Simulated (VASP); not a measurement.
# TePb3Se2 (I4/mmm) in VASP: a series of runs

TePb3Se2 is run at these levels: PBE; tasks: single point.

Everything below comes from runs of VASP 6.6.1. Logs are shortened: lines on timing, memory, paths and dates and some standing lists are left out, and cuts for length are marked.

**1. The cell of the first run**

The structure is tetragonal, space group I4/mmm (No. 139). The conventional cell has a = 4.427 Å, b = 4.427 Å, c = 18.782 Å, α = 90.00°, β = 90.00°, γ = 90.00°. Te (site symmetry 4/mmm) has 6 Pb at 3.13 Å within 4.1 Å. Within 4.1 Å of Pb (site symmetry 4/mmm) lie 4 Te at 3.13 Å and 2 Se at 3.13 Å. Pb (site symmetry 4mm) has 5 Se at 3.13 Å and 1 Te at 3.13 Å within 4.1 Å. Se (site symmetry 4mm) has 6 Pb at 3.13 Å within 4.1 Å.

**2. Single point, PBE**

INCAR reads:

```
  PREC = Accurate
  ENCUT = 520
  EDIFF = 1E-6
  ISMEAR = 0
  SIGMA = 0.1
  LREAL = False
  LASPH = True
  NELM = 60
  ALGO = Normal
  ISIF = 2
  LWAVE = False
  LCHARG = False
  GGA = PE
  NBANDS = 39
```

KPOINTS reads:

```
Automatic mesh
0
Gamma
  6 6 6
```

POSCAR reads:

```
TePb3Se2
1.0
   -2.2135152200      2.2135152200      9.3911497300
    2.2135152200     -2.2135152200      9.3911497300
    2.2135152200      2.2135152200     -9.3911497300
Te Pb Se
1 3 2
Direct
    0.5000000000      0.5000000000      0.0000000000
    0.0000000000      0.0000000000      0.0000000000
    0.6666666700      0.6666666700      0.0000000000
    0.3333333300      0.3333333300      0.0000000000
    0.1666666700      0.1666666700      0.0000000000
    0.8333333300      0.8333333300      0.0000000000
```

Potentials or basis: VASP PAW PBE potentials, release 64 (Te, Pb_d, Se).

Started as:

```sh
> cat potpaw_PBE.64/Te/POTCAR potpaw_PBE.64/Pb_d/POTCAR potpaw_PBE.64/Se/POTCAR > POTCAR
> mpirun -np 1 vasp_std > vasp.out
```

OUTCAR:

```text
PREC = Accurate
   ENCUT = 520
   EDIFF = 1E-6
   ISMEAR = 0
   LREAL = False
   LASPH = True
   NELM = 60
   ISIF = 2
   GGA = PE

 ion  position               nearest neighbor table
   1  0.500  0.500  0.000-   2 3.13   2 3.13   2 3.13   2 3.13   4 3.13   3 3.13
   2  0.000  0.000  0.000-   1 3.13   1 3.13   1 3.13   1 3.13   6 3.13   5 3.13
   3  0.667  0.667  0.000-   6 3.13   5 3.13   5 3.13   5 3.13   5 3.13   1 3.13
   4  0.333  0.333  0.000-   5 3.13   6 3.13   6 3.13   6 3.13   6 3.13   1 3.13
   5  0.167  0.167  0.000-   4 3.13   3 3.13   3 3.13   3 3.13   3 3.13   2 3.13
   6  0.833  0.833  0.000-   3 3.13   4 3.13   4 3.13   4 3.13   4 3.13   2 3.13

  LATTYP: Found a body centered tetragonal cell.
 ALAT       =     4.4270304400
 C/A-ratio  =     4.2426406853

  Lattice vectors:

 A1 = (  -2.2135152200,   2.2135152200,   9.3911497300)
 A2 = (   2.2135152200,  -2.2135152200,   9.3911497300)
 A3 = (   2.2135152200,   2.2135152200,  -9.3911497300)

Analysis of symmetry for initial positions (statically):
=====================================================================
 Subroutine PRICEL returns:
 Original cell was already a primitive cell.

 Routine SETGRP: Setting up the symmetry group for a
 body centered tetragonal supercell.

 Subroutine GETGRP returns: Found 16 space group operations
 (whereof 16 operations were pure point group operations)
 out of a pool of 16 trial point group operations.

The static configuration has the point symmetry D_4h.

Analysis of symmetry for dynamics (positions and initial velocities):
=====================================================================
 Subroutine PRICEL returns:
 Original cell was already a primitive cell.

 Routine SETGRP: Setting up the symmetry group for a
 body centered tetragonal supercell.

 Subroutine GETGRP returns: Found 16 space group operations
 (whereof 16 operations were pure point group operations)
 out of a pool of 16 trial point group operations.

The dynamic configuration has the point symmetry D_4h.

 Subroutine INISYM returns: Found 16 space group operations
 (whereof 16 operations are pure point group operations),
 and found     1 'primitive' translations

----------------------------------------------------------------------------------------

                                     Primitive cell

  volume of cell :     184.0534

  direct lattice vectors                    reciprocal lattice vectors
    -2.213515220  2.213515220  9.391149730     0.000000000  0.225885052  0.053241617
     2.213515220 -2.213515220  9.391149730     0.225885052  0.000000000  0.053241617
     2.213515220  2.213515220 -9.391149730     0.225885052  0.225885052  0.000000000

  length of vectors
     9.899140999  9.899140999  9.899140999     0.232074829  0.232074829  0.319449704

  position of ions in fractional coordinates (direct lattice)
     0.500000000  0.500000000  0.000000000
     0.000000000  0.000000000  0.000000000
     0.666666670  0.666666670  0.000000000
     0.333333330  0.333333330  0.000000000
     0.166666670  0.166666670  0.000000000
     0.833333330  0.833333330  0.000000000

  ion indices of the primitive-cell ions
   primitive index   ion index
                 1           1
                 2           2
                 3           3
                 4           4
                 5           5
                 6           6

----------------------------------------------------------------------------------------

 KPOINTS: Automatic mesh

Automatic generation of k-mesh.
 Grid dimensions read from file:
 generate k-points for:    6    6    6

 Generating k-lattice:

  Cartesian coordinates                     Fractional coordinates (reciprocal lattice)
     0.000000000  0.037647509  0.008873603     0.166666667  0.000000000  0.000000000
     0.037647509  0.000000000  0.008873603     0.000000000  0.166666667  0.000000000
     0.037647509  0.037647509  0.000000000     0.000000000  0.000000000  0.166666667

  Length of vectors
     0.038679138  0.038679138  0.053241617

  Shift w.r.t. Gamma in fractional coordinates (k-lattice)
     0.000000000  0.000000000  0.000000000

 Subroutine IBZKPT returns following result:
 ===========================================

 Found     30 irreducible k-points:

 Following reciprocal coordinates:
            Coordinates               Weight
  0.000000  0.000000  0.000000      1.000000
  0.166667 -0.000000  0.000000      8.000000
  0.333333 -0.000000  0.000000      8.000000
  0.500000 -0.000000  0.000000      4.000000
  0.166667  0.166667  0.000000      8.000000
  0.333333  0.166667  0.000000     16.000000
[... 16 lines left out ...]
 -0.333333 -0.333333  0.166667      8.000000
 -0.166667 -0.333333  0.166667      8.000000
 [... further k-points ...]
   k-points           NKPTS =     30   k-points in BZ     NKDIM =     30   number of bands    NBANDS=     39
   number of dos      NEDOS =    301   number of ions     NIONS =      6
   total plane-waves  NPLWV = 512000
   dimension x,y,z NGX =    80 NGY =   80 NGZ =   80
   dimension x,y,z NGXF=   160 NGYF=  160 NGZF=  160
   ions per type =               1   3   2
   NGX,Y,Z   is equivalent  to a cutoff of  13.44, 13.44, 13.44 a.u.
   NGXF,Y,Z  is equivalent  to a cutoff of  26.87, 26.87, 26.87 a.u.
 SYSTEM =  unknown system
   PREC   = accura    normal or accurate (medium, high low for compatibility)
   ISTART =      0    job   : 0-new  1-cont  2-samecut
   ICHARG =      2    charge: 1-file 2-atom 10-const
   ISPIN  =      1    spin polarized calculation?
   LNONCOLLINEAR =      F non collinear calculations
   LSORBIT =      F    spin-orbit coupling
   LASPH  =      T    aspherical Exc in radial PAW
   ENCUT  =  520.0 eV  38.22 Ry    6.18 a.u.  18.41 18.41 18.41*2*pi/ulx,y,z
   NELM   =     60;   NELMIN=  2; NELMDL= -5     # of ELM steps
   EDIFF  = 0.1E-05   stopping-criterion for ELM
   LREAL  =      F    real-space projection
   EDIFFG = 0.1E-04   stopping-criterion for IOM
   NSW    =      0    number of steps for IOM
   IBRION =     -1    ionic relax: 0-MD 1-quasi-New 2-CG
   NFREE  =      0    steps in history (QN), initial steepest desc. (CG)
   ISIF   =      2    stress and relaxation
   ISYM   =      2    0-nonsym 1-usesym 2-fastsym
   POTIM  = 0.5000    time-step for ionic-motion
   TEBEG  =    0.0;   TEEND  =   0.0 temperature during run
   PSTRESS=    0.0 pullay stress
   NELECT =      60.0000    total number of electrons
   NUPDOWN=      -1.0000    fix difference up-down
   EMIN   =  10.00;   EMAX   =-10.00  energy-range for DOS
   EFERMI =   0.00;   METHOD = LEGACY
   ISMEAR =     0;   SIGMA  =   0.10  broadening in eV -4-tet -1-fermi 0-gaus
   EFERMI_NEDOS =   21; number of points for ismear=-14 and -15
   IALGO  =     38    algorithm
   IMIX   =      4    mixing-type and parameters
     AMIX     =   0.40;   BMIX     =  1.00
     AMIX_MAG =   1.60;   BMIX_MAG =  1.00
  volume/ion in A,a.u.               =      30.68       207.01
  Fermi-wavevector in a.u.,A,eV,Ry     =   1.126706  2.129166 17.272143  1.269467
  Thomas-Fermi vector in A             =   2.263389
   LORBIT       =      0    0 simple, 1 ext, 2 COOP (PROOUT), +10 PAW based schemes
   GGA     = PE    functional components
   LHFCALC =     F    Hartree Fock is set to
   AEXX    =    0.0000 exact exchange contribution
   IVDW    =     0    specifies the selected vdW correction
   LEPSILON=     F    determine dielectric tensor
   LRPA    =     F    only Hartree local field effects (RPA)
 non-spin polarized calculation
 Gauss-broadening in eV      SIGMA  =   0.10
  energy-cutoff  :      520.00
  volume of cell :      184.05
 maximum number of plane-waves:      4979
 NGX is ok and might be reduce to    80
   NGX = 37   NGY = 37   NGZ = 37

 number of electron      60.0000001 magnetization

 Free energy of the ion-electron system (eV)
  ---------------------------------------------------
  ext. energy  EPLUGINS =         0.00000000
  ---------------------------------------------------
  free energy    TOTEN  =       -23.70707760 eV

  energy without entropy =      -23.70705339  energy(sigma->0) =      -23.70706550

 E-fermi :   5.3450     XC(G=0):  -9.3949

 val. band max:        5.1338957244   @ k =   0.5000  -0.0000   0.0000
 cond. band min:       5.5561739583   @ k =   0.5000  -0.0000   0.0000
 fundamental gap:      0.4222782339
 Fermi energy:         5.3450348493

 k-point     1 :       0.0000    0.0000    0.0000
  band No.  band energies     occupation
      1     -11.7201      2.00000
      2     -11.7039      2.00000
      3     -11.6617      2.00000
      4     -11.6564      2.00000
      5     -11.6516      2.00000
      6     -11.6516      2.00000
[... 31 lines left out ...]
     38       9.9211      0.00000
     39       9.9211      0.00000

 k-point     2 :       0.1667   -0.0000    0.0000
  band No.  band energies     occupation
      1     -11.7146      2.00000
      2     -11.6935      2.00000
      3     -11.6566      2.00000
      4     -11.6522      2.00000
      5     -11.6518      2.00000
      6     -11.6516      2.00000
[... 31 lines left out ...]
     38       9.4509      0.00000
     39       9.7502      0.00000

 k-point     3 :       0.3333   -0.0000    0.0000
  band No.  band energies     occupation
      1     -11.6992      2.00000
      2     -11.6802      2.00000
      3     -11.6651      2.00000
      4     -11.6554      2.00000
      5     -11.6526      2.00000
      6     -11.6526      2.00000
[... 31 lines left out ...]
     38       8.8460      0.00000
     39       9.6268      0.00000

 k-point     4 :       0.5000   -0.0000    0.0000
  band No.  band energies     occupation
      1     -11.6855      2.00000
      2     -11.6817      2.00000
      3     -11.6721      2.00000
      4     -11.6587      2.00000
      5     -11.6581      2.00000
      6     -11.6521      2.00000
[... 31 lines left out ...]
     38       8.7595      0.00000
     39       9.4317      0.00000
[... 754 lines left out ...]
     38       8.2472      0.00000
     39      10.1530      0.00000

 k-point    23 :      -0.3333   -0.3333    0.1667
  band No.  band energies     occupation
      1     -11.7212      2.00000
      2     -11.6763      2.00000
      3     -11.6601      2.00000
      4     -11.6549      2.00000
      5     -11.6535      2.00000
      6     -11.6508      2.00000
[... 31 lines left out ...]
     38       9.6044      0.00000
     39      10.5730      0.00000

 k-point    24 :      -0.1667   -0.3333    0.1667
  band No.  band energies     occupation
      1     -11.7242      2.00000
      2     -11.6830      2.00000
      3     -11.6569      2.00000
      4     -11.6545      2.00000
      5     -11.6515      2.00000
      6     -11.6512      2.00000
[... 31 lines left out ...]
     38       9.6575      0.00000
     39      10.0072      0.00000

 [... further k-points ...]

------------------------ aborting loop because EDIFF is reached ----------------------------------------

  FORCE on cell =-STRESS in cart. coord.  units (eV):
  Direction    XX          YY          ZZ          XY          YZ          ZX
  --------------------------------------------------------------------------------------
  -------------------------------------------------------------------------------------
  Total        2.2245320      2.2245320      2.2021780      0.0000000     -0.0000000      0.0000000
  in kB       19.3644626     19.3644626     19.1698722      0.0000000     -0.0000000      0.0000000
  external PRESSURE =      19.2995991 kB  Pullay stress =       0.0000000 kB

 VOLUME and BASIS-vectors are now :
 -----------------------------------------------------------------------------
  energy-cutoff  :      520.00
  volume of cell :      184.05
      direct lattice vectors                 reciprocal lattice vectors
    -2.213515220  2.213515220  9.391149730     0.000000000  0.225885052  0.053241617
     2.213515220 -2.213515220  9.391149730     0.225885052  0.000000000  0.053241617
     2.213515220  2.213515220 -9.391149730     0.225885052  0.225885052  0.000000000

 POSITION                                       TOTAL-FORCE (eV/Angst)
 -----------------------------------------------------------------------------------
      0.00000      0.00000      9.39115        -0.000000     -0.000000     -0.000000
      0.00000      0.00000      0.00000        -0.000000     -0.000000     -0.000000
      0.00000      0.00000     12.52153         0.000000      0.000000      0.406419
      0.00000      0.00000      6.26077         0.000000      0.000000     -0.406419
      0.00000      0.00000      3.13038        -0.000000     -0.000000     -0.062368
      0.00000      0.00000     15.65192        -0.000000     -0.000000      0.062368
 -----------------------------------------------------------------------------------
    total drift:                                0.000000      0.000000      0.000000

  FREE ENERGIE OF THE ION-ELECTRON SYSTEM (eV)
  ---------------------------------------------------
  free  energy   TOTEN  =       -23.7070776043 eV

  energy  without entropy=      -23.7070533945  energy(sigma->0) =      -23.70706550
```

Wall time 10 min (1 thread of Intel Xeon Platinum 8559C (Emerald Rapids), shared host); peak memory 1 GiB.

What came out:

```
Free energy            : -23.7071 eV
Pressure               : 1.9 GPa
Largest force          : 0.406 eV/Å
Band gap on the k mesh : 0.42 eV
```

Forces on the atoms (eV/Å):
```
Te   0.000  0.000  0.000
Pb   0.000  0.000  0.000
Pb   0.000  0.000  0.406
Pb   0.000  0.000 -0.406
Se   0.000  0.000 -0.062
Se   0.000  0.000  0.062
```

Caveat: spin-orbit coupling is left out, which moves the levels of the heavy elements. A k mesh can miss the band edges.

**3. Single point, PBE**

This run uses another cell than the first one, of 32.04 Å³/atom.

INCAR reads:

```
  PREC = Accurate
  ENCUT = 520
  EDIFF = 1E-6
  ISMEAR = 0
  SIGMA = 0.1
  LREAL = F
  LASPH = T
  NELM = 60
  ALGO = Normal
  ISIF = 2
  LWAVE = F
  LCHARG = T
  GGA = PE
  LELF = T
  LVHAR = T
  NBANDS = 39
```

KPOINTS is that of step 2.

POSCAR reads:

```
TePb3Se2
1.0
   -2.2473149424      2.2473149424      9.5153764422
    2.2473149424     -2.2473149424      9.5153764422
    2.2473149424      2.2473149424     -9.5153764422
Te Pb Se
1 3 2
Direct
    0.5000000000      0.5000000000      0.0000000000
    0.0000000000      0.0000000000      0.0000000000
    0.6720206762      0.6720206762      0.0000000000
    0.3279793238      0.3279793238      0.0000000000
    0.1659931338      0.1659931338      0.0000000000
    0.8340068662      0.8340068662      0.0000000000
```

Potentials or basis: VASP PAW PBE potentials, release 64 (Te, Pb_d, Se).

Started as:

```sh
> cat potpaw_PBE.64/Te/POTCAR potpaw_PBE.64/Pb_d/POTCAR potpaw_PBE.64/Se/POTCAR > POTCAR
> mpirun -np 1 vasp_std > vasp.out
```

Run time: 9 min. Hardware: 1 thread of Intel Xeon Platinum 8559C (Emerald Rapids), shared host; peak memory 1 GiB.

Results (log left out):

```yaml
Free_energy: -23.7897 eV
Pressure: -0.2 GPa
Largest_force: 0.030 eV/Å
Band_gap_on_the_k_mesh: 0.42 eV
```

Forces in eV/Å, atoms in the order of the input:
```
Te   0.000  0.000  0.000
Pb   0.000  0.000  0.000
Pb   0.000  0.000 -0.003
Pb   0.000  0.000  0.003
Se   0.000  0.000  0.030
Se   0.000  0.000 -0.030
```

Stress tensor (GPa, compression positive):
```
-0.13  0.00  0.00
 0.00 -0.13  0.00
 0.00  0.00 -0.27
```

Levels at points of the mesh, in eV from the valence-band top:
```csv
k point,band 28,band 29,band 30,band 31,band 32,band 33
"(0.00, 0.00, 0.00)",-1.53,-1.50,-1.50,3.65,3.89,4.00
"(0.50, 0.00, 0.00)",-0.75,-0.56,0.00,0.42,1.20,1.40
"(0.50, 0.50, 0.00)",-2.78,-1.51,-1.23,2.77,2.84,3.68
"(0.50, 0.50, 0.50)",-1.85,-0.83,-0.40,1.78,2.05,3.68
```

Caveat: spin-orbit coupling is left out, which moves the levels of the heavy elements.
